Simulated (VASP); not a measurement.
# LiSe4 (P1) in VASP: further runs

The runs below take LiSe4 through single point, relaxation of cell and atoms, with PBE.

Program: VASP 6.6.1. These are calculated values, not measurements. Logs are shortened: lines on timing, memory, paths and dates and some standing lists are left out, and cuts for length are marked.

## 1. The cell of the first run

The typed cell holds 5 atoms: a = 3.384 Å, b = 3.553 Å, c = 4.940 Å, α = 93.72°, β = 90.05°, γ = 90.83°.

The cell was generated, and may not be a known phase.

## 2. Single point, PBE

Contents of INCAR:

```
PREC = Accurate
ENCUT = 520
EDIFF = 1E-6
ISMEAR = 0
SIGMA = 0.1
LREAL = F
LASPH = T
NELM = 60
ALGO = Normal
ISIF = 2
LWAVE = F
LCHARG = T
GGA = PE
LELF = T
LVHAR = T
NBANDS = 22
```

Contents of KPOINTS:

```
regular mesh
0
Gamma
  6 6 4
```

Contents of POSCAR:

```
LiSe4
1.0
    3.3837556000      0.0000000000      0.0000000000
   -0.0516040900      3.5528486800      0.0000000000
   -0.0038917100     -0.3207673000      4.9300162600
Li Se
1 4
Direct
    0.5000000000      0.0000000000      0.7500000000
    0.5005679700      0.5000479800      0.4992449900
    0.4878830000      0.4887810100      0.0007420000
    0.0001590000      0.9999979700      0.4991550100
    0.0112280000      0.0117830000      0.0011440000
```

Potentials or basis: VASP PAW PBE potentials, release 64 (Li_sv, Se).

Run with:

```console
$ cat potpaw_PBE.64/Li_sv/POTCAR potpaw_PBE.64/Se/POTCAR > POTCAR
$ mpirun -np 1 vasp_std > vasp.out
```

OUTCAR:

```text
PREC = Accurate
   ENCUT = 520
   EDIFF = 1E-6
   ISMEAR = 0
   LREAL = F
   LASPH = T
   NELM = 60
   ISIF = 2
   GGA = PE

 ion  position               nearest neighbor table
   1  0.500  0.000  0.750-   5 2.07   3 2.07   4 2.10   4 2.10   2 2.10   5 2.13   2 2.23   3 2.26

   2  0.501  0.500  0.499-   1 2.10   1 2.23   4 2.43   4 2.44   3 2.46   4 2.47   4 2.47   3 2.48

   3  0.488  0.489  0.001-   1 2.07   1 2.26   5 2.32   2 2.46   5 2.47   5 2.48   2 2.48   5 2.55

   4  0.000  1.000  0.499-   1 2.10   1 2.10   2 2.43   2 2.44   5 2.46   2 2.47   2 2.47   5 2.48

   5  0.011  0.012  0.001-   1 2.07   1 2.13   3 2.32   4 2.46   3 2.47   4 2.48   3 2.48   3 2.55

  LATTYP: Found a triclinic cell.
 ALAT       =     3.5532234274
 B/A-ratio  =     1.3708484586
 C/A-ratio  =     1.9207753569
 COS(alpha) =     0.0006915364
 COS(beta)  =     0.4808375509
 COS(gamma) =     0.7193862221

  Lattice vectors:

 A1 = (   0.0516040900,  -3.5528486800,   0.0000000000)
 A2 = (  -3.3321515100,  -3.5528486800,   0.0000000000)
 A3 = (   3.4392514000,  -3.2320813800,  -4.9300162600)

Analysis of symmetry for initial positions (statically):
=====================================================================
 Subroutine PRICEL returns:
 Original cell was already a primitive cell.

 Routine SETGRP: Setting up the symmetry group for a
 triclinic supercell.

 Subroutine GETGRP returns: Found  1 space group operations
 (whereof  1 operations were pure point group operations)
 out of a pool of  2 trial point group operations.

The static configuration has the point symmetry C_1 .

Analysis of symmetry for dynamics (positions and initial velocities):
=====================================================================
 Subroutine PRICEL returns:
 Original cell was already a primitive cell.

 Routine SETGRP: Setting up the symmetry group for a
 triclinic supercell.

 Subroutine GETGRP returns: Found  1 space group operations
 (whereof  1 operations were pure point group operations)
 out of a pool of  2 trial point group operations.

The dynamic configuration has the point symmetry C_1 .

 Subroutine INISYM returns: Found  1 space group operations
 (whereof  1 operations are pure point group operations),
 and found     1 'primitive' translations

----------------------------------------------------------------------------------------

                                     Primitive cell

  volume of cell :      59.2685

  direct lattice vectors                    reciprocal lattice vectors
     3.383755600  0.000000000  0.000000000     0.295529618  0.004292481  0.000512575
    -0.051604090  3.552848680  0.000000000     0.000000000  0.281464281  0.018313233
    -0.003891710 -0.320767300  4.930016260     0.000000000  0.000000000  0.202839088

  length of vectors
     3.383755600  3.553223427  4.940441997     0.295561234  0.282059419  0.202839088

  position of ions in fractional coordinates (direct lattice)
     0.500000000  1.000000000  0.750000000
     0.500567970  0.500047980  0.499244990
     0.487883000  0.488781010  0.000742000
     0.000159000  0.999997970  0.499155010
     0.011228000  0.011783000  0.001144000

  ion indices of the primitive-cell ions
   primitive index   ion index
                 1           1
                 2           2
                 3           3
                 4           4
                 5           5

----------------------------------------------------------------------------------------

 KPOINTS: regular mesh

Automatic generation of k-mesh.
 Grid dimensions read from file:
 generate k-points for:    6    6    4

 Generating k-lattice:

  Cartesian coordinates                     Fractional coordinates (reciprocal lattice)
     0.049254936  0.000715414  0.000085429     0.166666667  0.000000000  0.000000000
     0.000000000  0.046910714  0.003052206     0.000000000  0.166666667 -0.000000000
     0.000000000  0.000000000  0.050709772     0.000000000  0.000000000  0.250000000

  Length of vectors
     0.049260206  0.047009903  0.050709772

  Shift w.r.t. Gamma in fractional coordinates (k-lattice)
     0.000000000  0.000000000  0.000000000

 Subroutine IBZKPT returns following result:
 ===========================================

 Found     76 irreducible k-points:

 Following reciprocal coordinates:
            Coordinates               Weight
  0.000000  0.000000  0.000000      1.000000
  0.166667  0.000000  0.000000      2.000000
  0.333333 -0.000000 -0.000000      2.000000
  0.500000 -0.000000  0.000000      1.000000
  0.000000  0.166667  0.000000      2.000000
  0.166667  0.166667  0.000000      2.000000
[... 16 lines left out ...]
  0.333333 -0.000000  0.250000      2.000000
  0.500000 -0.000000  0.250000      2.000000
 [... further k-points ...]
   k-points           NKPTS =     76   k-points in BZ     NKDIM =     76   number of bands    NBANDS=     22
   number of dos      NEDOS =    301   number of ions     NIONS =      5
   total plane-waves  NPLWV =  31360
   dimension x,y,z NGX =    28 NGY =   28 NGZ =   40
   dimension x,y,z NGXF=    56 NGYF=   56 NGZF=   80
   ions per type =               1   4
   NGX,Y,Z   is equivalent  to a cutoff of  13.76, 13.10, 13.46 a.u.
   NGXF,Y,Z  is equivalent  to a cutoff of  27.51, 26.20, 26.92 a.u.
 SYSTEM =  unknown system
   PREC   = accura    normal or accurate (medium, high low for compatibility)
   ISTART =      0    job   : 0-new  1-cont  2-samecut
   ICHARG =      2    charge: 1-file 2-atom 10-const
   ISPIN  =      1    spin polarized calculation?
   LNONCOLLINEAR =      F non collinear calculations
   LSORBIT =      F    spin-orbit coupling
   LASPH  =      T    aspherical Exc in radial PAW
   ENCUT  =  520.0 eV  38.22 Ry    6.18 a.u.   6.29  6.61  9.19*2*pi/ulx,y,z
   NELM   =     60;   NELMIN=  2; NELMDL= -5     # of ELM steps
   EDIFF  = 0.1E-05   stopping-criterion for ELM
   LREAL  =      F    real-space projection
   EDIFFG = 0.1E-04   stopping-criterion for IOM
   NSW    =      0    number of steps for IOM
   IBRION =     -1    ionic relax: 0-MD 1-quasi-New 2-CG
   NFREE  =      0    steps in history (QN), initial steepest desc. (CG)
   ISIF   =      2    stress and relaxation
   ISYM   =      2    0-nonsym 1-usesym 2-fastsym
   POTIM  = 0.5000    time-step for ionic-motion
   TEBEG  =    0.0;   TEEND  =   0.0 temperature during run
   PSTRESS=    0.0 pullay stress
   NELECT =      27.0000    total number of electrons
   NUPDOWN=      -1.0000    fix difference up-down
   EMIN   =  10.00;   EMAX   =-10.00  energy-range for DOS
   EFERMI =   0.00;   METHOD = LEGACY
   ISMEAR =     0;   SIGMA  =   0.10  broadening in eV -4-tet -1-fermi 0-gaus
   EFERMI_NEDOS =   21; number of points for ismear=-14 and -15
   IALGO  =     38    algorithm
   IMIX   =      4    mixing-type and parameters
     AMIX     =   0.40;   BMIX     =  1.00
     AMIX_MAG =   1.60;   BMIX_MAG =  1.00
  volume/ion in A,a.u.               =      11.85        79.99
  Fermi-wavevector in a.u.,A,eV,Ry     =   1.259664  2.380420 21.589092  1.586754
  Thomas-Fermi vector in A             =   2.393213
   LORBIT       =      0    0 simple, 1 ext, 2 COOP (PROOUT), +10 PAW based schemes
   GGA     = PE    functional components
   LHFCALC =     F    Hartree Fock is set to
   AEXX    =    0.0000 exact exchange contribution
   IVDW    =     0    specifies the selected vdW correction
   LEPSILON=     F    determine dielectric tensor
   LRPA    =     F    only Hartree local field effects (RPA)
 non-spin polarized calculation
 Gauss-broadening in eV      SIGMA  =   0.10
  energy-cutoff  :      520.00
  volume of cell :       59.27
 maximum number of plane-waves:      1616
 NGX is ok and might be reduce to    28
   NGX = 13   NGY = 13   NGZ = 19

 number of electron      27.0000003 magnetization

 Free energy of the ion-electron system (eV)
  ---------------------------------------------------
  ext. energy  EPLUGINS =         0.00000000
  ---------------------------------------------------
  free energy    TOTEN  =        -6.10396078 eV

  energy without entropy =       -6.09316098  energy(sigma->0) =       -6.09856088

 E-fermi :  12.0601     XC(G=0): -12.2564

 val. band max:       12.0556744130   @ k =   0.5000   0.1667   0.2500
 cond. band min:      12.0612497074   @ k =   0.0000  -0.3333   0.2500
 fundamental gap:      0.0055752944
 Fermi energy:        12.0601191806

 k-point     1 :       0.0000    0.0000    0.0000
  band No.  band energies     occupation
      1     -36.1225      2.00000
      2      -9.1646      2.00000
      3      -5.6555      2.00000
      4      -1.0261      2.00000
      5       0.2324      2.00000
      6       2.4200      2.00000
[... 14 lines left out ...]
     21      18.0085      0.00000
     22      18.2741      0.00000

 k-point     2 :       0.1667    0.0000    0.0000
  band No.  band energies     occupation
      1     -36.1203      2.00000
      2      -8.8588      2.00000
      3      -5.3213      2.00000
      4      -2.2687      2.00000
      5       0.4883      2.00000
      6       2.1080      2.00000
[... 14 lines left out ...]
     21      18.4773      0.00000
     22      19.0786      0.00000

 k-point     3 :       0.3333   -0.0000   -0.0000
  band No.  band energies     occupation
      1     -36.1159      2.00000
      2      -7.9536      2.00000
      3      -4.5791      2.00000
      4      -4.1653      2.00000
      5      -0.3878      2.00000
      6       1.2541      2.00000
[... 14 lines left out ...]
     21      19.5373      0.00000
     22      19.8876      0.00000
[... 476 lines left out ...]
 k-point    23 :       0.3333   -0.0000    0.2500
  band No.  band energies     occupation
      1     -36.1159      2.00000
      2      -7.6143      2.00000
      3      -5.3280      2.00000
      4      -4.0204      2.00000
      5      -1.5006      2.00000
      6       2.9267      2.00000
[... 14 lines left out ...]
     21      19.1380      0.00000
     22      20.5291      0.00000

 k-point    24 :       0.5000   -0.0000    0.2500
  band No.  band energies     occupation
      1     -36.1137      2.00000
      2      -6.3779      2.00000
      3      -5.8597      2.00000
      4      -3.8299      2.00000
      5      -3.4048      2.00000
      6       3.9971      2.00000
[... 14 lines left out ...]
     21      19.9734      0.00000
     22      21.7724      0.00000

 [... further k-points ...]
[... 5 lines left out ...]
  --------------------------------------------------------------------------------------
  -------------------------------------------------------------------------------------
  Total       41.9879861     43.6200777     40.7887140      0.4088796     -0.1160071     -0.6963365
  in kB     1135.0410718   1179.1606210   1102.6217267     11.0530450     -3.1359635    -18.8237300
  external PRESSURE =    1138.9411398 kB  Pullay stress =       0.0000000 kB

 VOLUME and BASIS-vectors are now :
 -----------------------------------------------------------------------------
  energy-cutoff  :      520.00
  volume of cell :       59.27
      direct lattice vectors                 reciprocal lattice vectors
     3.383755600  0.000000000  0.000000000     0.295529618  0.004292481  0.000512575
    -0.051604090  3.552848680  0.000000000     0.000000000  0.281464281  0.018313233
    -0.003891710 -0.320767300  4.930016260     0.000000000  0.000000000  0.202839088

 POSITION                                       TOTAL-FORCE (eV/Angst)
 -----------------------------------------------------------------------------------
      1.68896     -0.24058      3.69751         0.492378     -0.424106     -0.097441
      1.66605      1.61645      2.46129        -0.084117     -0.836837     -1.619813
      1.62565      1.73633      0.00366         1.108023      2.650562      1.741731
     -0.05301      3.39273      2.46084         0.101642      0.341240     -2.306371
      0.03738      0.04150      0.00564        -1.617926     -1.730860      2.281894
 -----------------------------------------------------------------------------------
    total drift:                               -0.000182     -0.000178     -0.000008

  FREE ENERGIE OF THE ION-ELECTRON SYSTEM (eV)
  ---------------------------------------------------
  free  energy   TOTEN  =        -6.1039607804 eV

  energy  without entropy=       -6.0931609775  energy(sigma->0) =       -6.09856088
```

It took 87 s on 1 thread of AMD EPYC 7R13 (Zen 3), shared host; peak memory 0.2 GiB.

What came out:

```yaml
Free_energy: -6.1040 eV
Largest_force: 3.360 eV/Å
Band_gap_on_the_k_mesh: zero (an odd number of electrons rules out a gap without spin polarisation)
```

Forces on the atoms (eV/Å):
```
Li   0.492 -0.424 -0.097
Se  -0.084 -0.837 -1.620
Se   1.108  2.651  1.742
Se   0.102  0.341 -2.306
Se  -1.618 -1.731  2.282
```

Caveat: the cutoff is under 1.25 times the usual one of these potentials, so pressure, stress and relaxed cells hold a basis-set (Pulay) error; an odd number of electrons without spin polarisation forces a metal; a magnetic or distorted state may lie lower.

## 3. Relaxation of cell and atoms, PBE

Contents of INCAR:

```
SYSTEM = LiSe4
PREC     = Accurate       ! precision mode
ENCUT    = 600            ! plane-wave cutoff, eV
EDIFF    = 1E-7           ! SCF threshold, eV
ISMEAR   = 0              ! smearing method
SIGMA    = 0.1            ! smearing width, eV
LREAL    = .FALSE.        ! projectors in reciprocal space
LASPH    = .TRUE.         ! aspherical terms in the spheres
NELM     = 100            ! most SCF steps
ALGO     = Normal         ! electronic algorithm
ISIF     = 3              ! what is computed and relaxed
LWAVE    = .FALSE.        ! write WAVECAR
LCHARG   = .FALSE.        ! write CHGCAR
GGA      = PE             ! functional
IBRION   = 2              ! ionic algorithm
NSW      = 90             ! ionic steps
EDIFFG   = -0.04          ! ionic threshold
```

Contents of KPOINTS:

```
Automatic mesh
0
G
  6 6 4
  0 0 0
```

POSCAR is that of step 2.

Potentials or basis: VASP PAW PBE potentials, release 64 (Li_sv, Se).

Run with:

```console
$ cat potpaw_PBE.64/Li_sv/POTCAR potpaw_PBE.64/Se/POTCAR > POTCAR
$ mpirun -np 1 vasp_std > vasp.out
```

Wall time 33 min (1 thread of AMD EPYC 7R13 (Zen 3), shared host); peak memory 0.21 GiB.

Results (log left out):

```yaml
Free_energy: -16.9084 eV
Relaxed_volume: 22.93 Å³/atom
Relaxed_cell: a = 4.664 Å, b = 4.785 Å, c = 5.406 Å, α = 90.27°, β = 89.90°, γ = 108.17°
Space_group_after_relaxing_to_0.1_Å: P2/m (No. 10)
Energy_gained_by_relaxing: 2160.2 meV/atom
Ionic_steps: 49
Pressure_after_relaxing: 0.0 GPa
Largest_force_after_relaxing: 0.034 eV/Å
```

Forces on the atoms (eV/Å):
```
Li  -0.006  0.001  0.000
Se   0.010  0.010  0.005
Se   0.002  0.004  0.002
Se   0.024 -0.019 -0.016
Se  -0.031  0.003  0.009
```

Stress tensor (GPa, compression positive):
```
 0.14  0.05  0.04
 0.05  0.03 -0.04
 0.04 -0.04 -0.20
```

Step by step:
```tsv
step	energy change (eV)	largest force (eV/Å)	pressure (GPa)	volume (Å³)
1	0.0000	3.3572	113.83	59.27
3	-10.1025	0.3229	-0.05	104.39
5	-10.1213	0.1863	0.38	103.61
7	-10.1527	0.1065	-0.03	104.41
9	-10.1585	0.1198	-0.02	104.69
11	-10.1630	0.0440	0.08	104.54
13	-10.3276	0.2077	1.67	103.64
15	-10.4742	0.5242	3.83	102.74
17	-10.4907	0.8318	5.61	102.12
19	-10.4938	0.7611	5.33	102.21
21	-10.4946	0.7933	5.43	102.22
23	-10.4955	0.8363	5.57	102.24
25	-10.5009	0.8313	5.49	102.36
27	-10.5220	0.8115	5.19	102.87
29	-10.5951	0.7338	4.03	104.92
31	-10.7352	0.4469	0.40	113.28
33	-10.7509	0.3433	-0.25	115.10
35	-10.7690	0.2169	-0.42	115.29
37	-10.7852	0.1697	0.57	114.16
39	-10.7938	0.0557	-0.20	115.66
41	-10.7951	0.0496	-0.16	115.47
43	-10.7974	0.0582	-0.08	115.02
45	-10.7994	0.0550	0.23	114.36
47	-10.8006	0.0489	-0.03	114.69
49	-10.8012	0.0344	-0.01	114.64
```

Final structure:
```
CELL_PARAMETERS angstrom
4.60750 -0.72522 -0.02051
-0.76670 4.72122 0.13903
0.00488 -0.18412 5.40271
ATOMIC_POSITIONS crystal
Li 0.49980 0.00103 0.75006
Se 0.50132 0.50167 0.48314
Se 0.50252 0.50150 0.01640
Se 0.99674 0.99982 0.48413
Se 0.99946 0.99659 0.01655
```

Levels at points of the mesh, in eV from the Fermi level:
```csv
k point,band 11,band 12,band 13,band 14,band 15,band 16
"(0.00, 0.00, 0.00)",-2.58,-0.20,-0.01,2.61,3.48,3.86
"(0.50, 0.00, 0.00)",-2.37,-0.85,-0.52,-0.15,0.01,4.29
"(0.00, 0.50, 0.00)",-2.32,-0.70,-0.48,-0.12,0.05,4.26
"(0.50, 0.50, 0.00)",-2.26,-0.56,1.58,2.81,3.73,3.97
"(0.00, 0.00, 0.50)",-1.61,-1.55,-1.42,-0.89,0.75,3.18
"(0.50, 0.00, 0.50)",-1.86,-1.70,-1.57,-1.27,-1.12,-0.73
"(0.00, 0.50, 0.50)",-1.73,-1.67,-1.54,-1.23,-1.09,-0.70
"(0.50, 0.50, 0.50)",-1.42,-1.09,0.08,0.41,0.60,3.33
```

Caveat: the cutoff is under 1.25 times the usual one of these potentials, so pressure, stress and relaxed cells hold a basis-set (Pulay) error; the volume moved by over 15 % at a fixed basis, so the end points are rough; the highest band is partly filled, so the run has too few bands.
